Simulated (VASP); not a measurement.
# Ti12HO24 (a cell with a defect) in VASP: single point with PBE

Aim: the single point of Ti12HO24 (a cell with a defect) with PBE.

Everything below comes from runs of VASP 6.6.1. Logs are shortened: lines on timing, memory, paths and dates and some standing lists are left out, and cuts for length are marked.

### Step 1. The cell of the first run

The cell holds a defect, 37 atoms: a = 6.567 Å, b = 6.567 Å, c = 8.892 Å, α = 90.00°, β = 90.00°, γ = 90.00°.

### Step 2. Single point, PBE

Contents of INCAR:

```
SYSTEM = Ti12HO24
PREC = Accurate
ENCUT = 520
EDIFF = 1E-6
ISMEAR = 0
SIGMA = 0.02
LREAL = Auto
LASPH = .True.
NELM = 60
ALGO = Normal
ISIF = 2
LWAVE = .False.
LCHARG = .False.
GGA = PE
NBANDS = 168
NELECT = 288.0
```

Contents of KPOINTS:

```
Automatic mesh
0
Gamma
  2 2 2
  0.5 0.5 0.5
```

Contents of POSCAR:

```
Ti12HO24
1.0
    4.6433175426      4.6433175426      0.0000000000
    4.6433175426     -4.6433175426      0.0000000000
    0.0000000000      0.0000000000     -8.8916040199
Ti O H
12 24 1
Direct
    0.5048136335     -0.0143304866      0.6616481106
    0.5052021488      0.0159177139      0.3333171375
    0.5045433526     -0.0140750658      1.0050083180
   -0.0048129381      0.5143303205      0.6616483355
   -0.0052017765      0.4840822277      0.3333171375
   -0.0045426572      0.5140748997      1.0050080930
    0.0088812578     -0.0074801044      0.4996042323
    0.0086409124     -0.0078072412      0.1670957227
   -0.0127647957      0.0254684283      0.8333399669
    0.4911188992      0.5074802613      0.4996041198
    0.4913593522      0.5078072904      0.1670958352
    0.5127641989      0.4745309748      0.8333399669
    0.6924554417      0.0049961046      0.5003391953
    0.6924378896      0.0049994427      0.1662873197
    0.6884548538      0.0084692679      0.8333220849
    0.1957585265      0.5067079687      0.5001818558
    0.1957793090      0.5067166909      0.1664764869
    0.2089599712      0.5627499037      0.8333504262
    0.4979151175      0.3034629846      0.3333325453
    0.4870930061      0.2984528814     -0.0035636990
    0.4871046357      0.2984989692      0.6701921258
    0.9967236696      0.8086381053      0.3333360318
    0.9828179870      0.8090370657      0.0038185461
    0.9828189561      0.8090505260      0.6628189905
    0.5032761552      0.6913619348      0.3333360318
    0.5171817301      0.6909628666      0.0038184337
    0.5171806533      0.6909495141      0.6628191029
    1.0020845995      0.1965368493      0.3333325453
    1.0129066033      0.2015470601     -0.0035639239
    1.0128950813      0.2015010801      0.6701923507
    0.3042413074     -0.0067079194      0.5001818558
    0.3042205249     -0.0067166416      0.1664764869
    0.2910395396     -0.0627506082      0.8333504262
    0.8075445984      0.4950038370      0.5003391953
    0.8075621505      0.4950004989      0.1662873197
    0.8115449709      0.4915308891      0.8333220849
    0.2500006707      0.7500017968      0.8333514384
```

Potentials or basis: VASP PAW PBE potentials, release 64 (Ti_sv, O, H).

Run with:

```
$ cat potpaw_PBE.64/Ti_sv/POTCAR potpaw_PBE.64/O/POTCAR potpaw_PBE.64/H/POTCAR > POTCAR
$ mpirun -np 1 vasp_std > vasp.out
```

OUTCAR:

```text
SYSTEM = Ti12HO24
   PREC = Accurate
   ENCUT = 520
   EDIFF = 1E-6
   ISMEAR = 0
   LREAL = Auto
   LASPH = .True.
   NELM = 60
   ISIF = 2
   GGA = PE
   NELECT = 288.0

 ion  position               nearest neighbor table
   1  0.505  0.986  0.662-  13 1.90  27 1.94  31 1.95  15 1.95  21 2.06  33 2.10
   2  0.505  0.016  0.333-  19 1.89  14 1.93  13 1.93  32 1.99  31 1.99  25 2.13
   3  0.505  0.986  0.005-  14 1.90  26 1.94  32 1.95  15 1.95  20 2.06  33 2.10
   4  0.995  0.514  0.662-  34 1.90  24 1.94  16 1.95  36 1.95  30 2.06  18 2.10
   5  0.995  0.484  0.333-  28 1.89  35 1.93  34 1.93  17 1.99  16 1.99  22 2.13
   6  0.995  0.514  0.005-  35 1.90  23 1.94  17 1.95  36 1.95  29 2.06  18 2.10
   7  0.009  0.993  0.500-  24 1.89  22 1.91  31 1.94  28 2.00  30 2.05  13 2.08
   8  0.009  0.992  0.167-  23 1.89  22 1.91  32 1.94  28 2.00  29 2.05  14 2.08
   9  0.987  0.025  0.833-  29 1.86  30 1.86  15 1.97  33 2.08  23 2.08  24 2.08
  10  0.491  0.507  0.500-  27 1.89  25 1.91  16 1.94  19 2.00  21 2.05  34 2.08
  11  0.491  0.508  0.167-  26 1.89  25 1.91  17 1.94  19 2.00  20 2.05  35 2.08
  12  0.513  0.475  0.833-  20 1.86  21 1.86  36 1.97  18 2.08  26 2.08  27 2.08
  13  0.692  0.005  0.500-   1 1.90   2 1.93   7 2.08
  14  0.692  0.005  0.166-   3 1.90   2 1.93   8 2.08
  15  0.688  0.008  0.833-   1 1.95   3 1.95   9 1.97
  16  0.196  0.507  0.500-  10 1.94   4 1.95   5 1.99
  17  0.196  0.507  0.166-  11 1.94   6 1.95   5 1.99
  18  0.209  0.563  0.833-  37 1.26  12 2.08   6 2.10   4 2.10
  19  0.498  0.303  0.333-   2 1.89  10 2.00  11 2.00
  20  0.487  0.298  0.996-  12 1.86  11 2.05   3 2.06
  21  0.487  0.298  0.670-  12 1.86  10 2.05   1 2.06
  22  0.997  0.809  0.333-   8 1.91   7 1.91   5 2.13
  23  0.983  0.809  0.004-   8 1.89   6 1.94   9 2.08
  24  0.983  0.809  0.663-   7 1.89   4 1.94   9 2.08
  25  0.503  0.691  0.333-  11 1.91  10 1.91   2 2.13
  26  0.517  0.691  0.004-  11 1.89   3 1.94  12 2.08
  27  0.517  0.691  0.663-  10 1.89   1 1.94  12 2.08
  28  0.002  0.197  0.333-   5 1.89   7 2.00   8 2.00
  29  0.013  0.202  0.996-   9 1.86   8 2.05   6 2.06
  30  0.013  0.202  0.670-   9 1.86   7 2.05   4 2.06
  31  0.304  0.993  0.500-   7 1.94   1 1.95   2 1.99
  32  0.304  0.993  0.166-   8 1.94   3 1.95   2 1.99
  33  0.291  0.937  0.833-  37 1.26   9 2.08   3 2.10   1 2.10
  34  0.808  0.495  0.500-   4 1.90   5 1.93  10 2.08
  35  0.808  0.495  0.166-   6 1.90   5 1.93  11 2.08
  36  0.812  0.492  0.833-   4 1.95   6 1.95  12 1.97
  37  0.250  0.750  0.833-  33 1.26  18 1.26

  LATTYP: Found a simple tetragonal cell.
 ALAT       =     6.5666426431
 C/A-ratio  =     1.3540563273

  Lattice vectors:

 A1 = (   4.6433175426,   4.6433175426,   0.0000000000)
 A2 = (   4.6433175426,  -4.6433175426,   0.0000000000)
 A3 = (   0.0000000000,   0.0000000000,  -8.8916040199)

Analysis of symmetry for initial positions (statically):
=====================================================================
 Subroutine PRICEL returns:
 Original cell was already a primitive cell.

 Routine SETGRP: Setting up the symmetry group for a
 simple tetragonal supercell.

 Subroutine GETGRP returns: Found  2 space group operations
 (whereof  1 operations were pure point group operations)
 out of a pool of 16 trial point group operations.

The static configuration has the point symmetry C_1 .
 The point group associated with its full space group is C_2 .

Analysis of symmetry for dynamics (positions and initial velocities):
=====================================================================
 Subroutine PRICEL returns:
 Original cell was already a primitive cell.

 Routine SETGRP: Setting up the symmetry group for a
 simple tetragonal supercell.

 Subroutine GETGRP returns: Found  2 space group operations
 (whereof  1 operations were pure point group operations)
 out of a pool of 16 trial point group operations.

The dynamic configuration has the point symmetry C_1 .
 The point group associated with its full space group is C_2 .

 Subroutine INISYM returns: Found  2 space group operations
 (whereof  1 operations are pure point group operations),
 and found     1 'primitive' translations

----------------------------------------------------------------------------------------

                                     Primitive cell

  volume of cell :     383.4130

  direct lattice vectors                    reciprocal lattice vectors
     4.643317543  4.643317543  0.000000000     0.107681630  0.107681630  0.000000000
     4.643317543 -4.643317543  0.000000000     0.107681630 -0.107681630  0.000000000
     0.000000000  0.000000000 -8.891604020     0.000000000  0.000000000 -0.112465647

  length of vectors
     6.566642643  6.566642643  8.891604020     0.152284821  0.152284821  0.112465647

  position of ions in fractional coordinates (direct lattice)
     0.504813633  0.985669513  0.661648111
     0.505202149  0.015917714  0.333317138
     0.504543353  0.985924934  0.005008318
     0.995187062  0.514330321  0.661648335
     0.994798223  0.484082228  0.333317138
     0.995457343  0.514074900  0.005008093
[... 29 lines left out ...]
     0.811544971  0.491530889  0.833322085
     0.250000671  0.750001797  0.833351438

  ion indices of the primitive-cell ions
   primitive index   ion index
                 1           1
                 2           2
                 3           3
                 4           4
                 5           5
                 6           6
[... 29 lines left out ...]
                36          36
                37          37

----------------------------------------------------------------------------------------

 KPOINTS: Automatic mesh

Automatic generation of k-mesh.
 Grid dimensions read from file:
 generate k-points for:    2    2    2

 Generating k-lattice:

  Cartesian coordinates                     Fractional coordinates (reciprocal lattice)
     0.053840815  0.053840815  0.000000000     0.500000000  0.000000000  0.000000000
     0.053840815 -0.053840815  0.000000000     0.000000000  0.500000000  0.000000000
     0.000000000  0.000000000 -0.056232824     0.000000000  0.000000000  0.500000000

  Length of vectors
     0.076142411  0.076142411  0.056232824

  Shift w.r.t. Gamma in fractional coordinates (k-lattice)
     0.500000000  0.500000000  0.500000000

 Subroutine IBZKPT returns following result:
 ===========================================

 Found      2 irreducible k-points:

 Following reciprocal coordinates:
            Coordinates               Weight
  0.250000  0.250000  0.250000      4.000000
 -0.250000  0.250000  0.250000      4.000000
   k-points           NKPTS =      2   k-points in BZ     NKDIM =      2   number of bands    NBANDS=    168
   number of dos      NEDOS =    301   number of ions     NIONS =     37
   total plane-waves  NPLWV = 175000
   dimension x,y,z NGX =    50 NGY =   50 NGZ =   70
   dimension x,y,z NGXF=   100 NGYF=  100 NGZF=  140
   ions per type =              12  24   1
   NGX,Y,Z   is equivalent  to a cutoff of  12.66, 12.66, 13.09 a.u.
   NGXF,Y,Z  is equivalent  to a cutoff of  25.32, 25.32, 26.18 a.u.
 SYSTEM =  Ti12HO24
   PREC   = accura    normal or accurate (medium, high low for compatibility)
   ISTART =      0    job   : 0-new  1-cont  2-samecut
   ICHARG =      2    charge: 1-file 2-atom 10-const
   ISPIN  =      1    spin polarized calculation?
   LNONCOLLINEAR =      F non collinear calculations
   LSORBIT =      F    spin-orbit coupling
   LASPH  =      T    aspherical Exc in radial PAW
   ENCUT  =  520.0 eV  38.22 Ry    6.18 a.u.  12.21 12.21 16.53*2*pi/ulx,y,z
   NELM   =     60;   NELMIN=  2; NELMDL= -5     # of ELM steps
   EDIFF  = 0.1E-05   stopping-criterion for ELM
   LREAL  =      T    real-space projection
   EDIFFG = 0.1E-04   stopping-criterion for IOM
   NSW    =      0    number of steps for IOM
   IBRION =     -1    ionic relax: 0-MD 1-quasi-New 2-CG
   NFREE  =      0    steps in history (QN), initial steepest desc. (CG)
   ISIF   =      2    stress and relaxation
   ISYM   =      2    0-nonsym 1-usesym 2-fastsym
   POTIM  = 0.5000    time-step for ionic-motion
   TEBEG  =    0.0;   TEEND  =   0.0 temperature during run
   PSTRESS=    0.0 pullay stress
   NELECT =     288.0000    total number of electrons
   NUPDOWN=      -1.0000    fix difference up-down
   EMIN   =  10.00;   EMAX   =-10.00  energy-range for DOS
   EFERMI =   0.00;   METHOD = LEGACY
   ISMEAR =     0;   SIGMA  =   0.02  broadening in eV -4-tet -1-fermi 0-gaus
   EFERMI_NEDOS =   21; number of points for ismear=-14 and -15
   IALGO  =     38    algorithm
   IMIX   =      4    mixing-type and parameters
     AMIX     =   0.40;   BMIX     =  1.00
     AMIX_MAG =   1.60;   BMIX_MAG =  1.00
  volume/ion in A,a.u.               =      10.36        69.93
  Fermi-wavevector in a.u.,A,eV,Ry     =   1.488161  2.812217 30.131793  2.214624
  Thomas-Fermi vector in A             =   2.601231
   LORBIT       =      0    0 simple, 1 ext, 2 COOP (PROOUT), +10 PAW based schemes
   GGA     = PE    functional components
   LHFCALC =     F    Hartree Fock is set to
   AEXX    =    0.0000 exact exchange contribution
   IVDW    =     0    specifies the selected vdW correction
   LEPSILON=     F    determine dielectric tensor
   LRPA    =     F    only Hartree local field effects (RPA)
 non-spin polarized calculation
 Gauss-broadening in eV      SIGMA  =   0.02
  energy-cutoff  :      520.00
  volume of cell :      383.41
 maximum number of plane-waves:     10322
 NGX is ok and might be reduce to    50
   NGX = 25   NGY = 25   NGZ = 33

 number of electron     288.0000020 magnetization

 Free energy of the ion-electron system (eV)
  ---------------------------------------------------
  ext. energy  EPLUGINS =         0.00000000
  ---------------------------------------------------
  free energy    TOTEN  =      -331.64371646 eV

  energy without entropy =     -331.64371646  energy(sigma->0) =     -331.64371646

 E-fermi :   4.5655     XC(G=0): -11.2818

 val. band max:        4.3108314653   @ k =   0.2500   0.2500   0.2500
 cond. band min:       6.7735006699   @ k =  -0.2500   0.2500   0.2500
 fundamental gap:      2.4626692046
 Fermi energy:         4.5654528883

 k-point     1 :       0.2500    0.2500    0.2500
  band No.  band energies     occupation
      1     -52.3165      2.00000
      2     -52.3161      2.00000
      3     -52.3029      2.00000
      4     -52.3026      2.00000
      5     -52.2560      2.00000
      6     -52.2556      2.00000
[... 148 lines left out ...]
    155       7.2911      0.00000
    156       7.3613      0.00000

 k-point     2 :      -0.2500    0.2500    0.2500
  band No.  band energies     occupation
      1     -52.3165      2.00000
      2     -52.3161      2.00000
      3     -52.3029      2.00000
      4     -52.3026      2.00000
      5     -52.2560      2.00000
      6     -52.2556      2.00000
[... 148 lines left out ...]
    155       7.3446      0.00000
    156       7.3568      0.00000
 [bands above 156 left out]

------------------------ aborting loop because EDIFF is reached ----------------------------------------

  FORCE on cell =-STRESS in cart. coord.  units (eV):
  Direction    XX          YY          ZZ          XY          YZ          ZX
  --------------------------------------------------------------------------------------
  -------------------------------------------------------------------------------------
  Total      -12.5360213     -3.6673591     -1.7514566      1.8018940      0.0000000      0.0000000
  in kB      -52.3845750    -15.3248820     -7.3188540      7.5296180      0.0000000      0.0000000
  external PRESSURE =     -25.0094370 kB  Pullay stress =       0.0000000 kB

 VOLUME and BASIS-vectors are now :
 -----------------------------------------------------------------------------
  energy-cutoff  :      520.00
  volume of cell :      383.41
      direct lattice vectors                 reciprocal lattice vectors
     4.643317543  4.643317543  0.000000000     0.107681630  0.107681630  0.000000000
     4.643317543 -4.643317543  0.000000000     0.107681630 -0.107681630  0.000000000
     0.000000000  0.000000000 -8.891604020     0.000000000  0.000000000 -0.112465647

 POSITION                                       TOTAL-FORCE (eV/Angst)
 -----------------------------------------------------------------------------------
      6.92079     -2.23277     -5.88311        -0.003789     -0.028588     -0.041906
      2.41973      2.27190     -2.96372        -0.051136      0.039125      0.000139
      6.92072     -2.23521     -0.04453        -0.003475     -0.020952      0.034804
      7.00917      2.23277     -5.88311         0.003789      0.028588     -0.041906
      6.86691      2.37142     -2.96372         0.051136     -0.039125      0.000139
      7.00924      2.23521     -0.04453         0.003475      0.020952      0.034804
[... 29 lines left out ...]
      6.05060      1.48593     -7.40957        -0.024565     -0.014509      0.001633
      4.64333     -2.32166     -7.40983        -0.000000      0.000000      0.000209
 -----------------------------------------------------------------------------------
    total drift:                                0.591095     -0.273476     -0.004802

  FREE ENERGIE OF THE ION-ELECTRON SYSTEM (eV)
  ---------------------------------------------------
  free  energy   TOTEN  =      -331.6437164626 eV

  energy  without entropy=     -331.6437164626  energy(sigma->0) =     -331.64371646
```

Run time: 10 min. Hardware: 1 thread of Oxide Virtual Turin-like, shared host; peak memory 0.41 GiB.

What came out:

```yaml
Free_energy: -331.6437 eV
Largest_force: 0.081 eV/Å
```

Forces in eV/Å, atoms in the order of the input:
```
Ti  -0.004 -0.029 -0.042
Ti  -0.051  0.039  0.000
Ti  -0.003 -0.021  0.035
Ti   0.004  0.029 -0.042
Ti   0.051 -0.039  0.000
Ti   0.003  0.021  0.035
Ti   0.025 -0.071  0.020
Ti   0.036 -0.072 -0.007
Ti  -0.044  0.038 -0.003
Ti  -0.025  0.071  0.020
Ti  -0.036  0.072 -0.007
Ti   0.044 -0.038 -0.003
O    0.045  0.041  0.015
O    0.045  0.040 -0.018
O    0.025  0.015  0.002
O    0.013  0.021  0.009
O    0.013  0.019 -0.012
O    0.029 -0.008  0.001
O    0.020 -0.019 -0.001
O   -0.024  0.010 -0.041
O   -0.028  0.015  0.038
O   -0.053  0.053  0.001
O   -0.013 -0.005  0.044
O   -0.013 -0.007 -0.040
O    0.053 -0.053  0.001
O    0.013  0.005  0.044
O    0.013  0.007 -0.040
O   -0.020  0.019 -0.001
O    0.024 -0.010 -0.041
O    0.028 -0.015  0.038
O   -0.013 -0.021  0.009
O   -0.013 -0.019 -0.012
O   -0.029  0.008  0.001
O   -0.045 -0.041  0.015
O   -0.045 -0.040 -0.018
O   -0.025 -0.015  0.002
H    0.000  0.000  0.000
```

Caveat: the cell carries a net charge on a neutralising background, which shifts energy and pressure; the cell is charged against a uniform background, so pressure and absolute levels hang on convention.
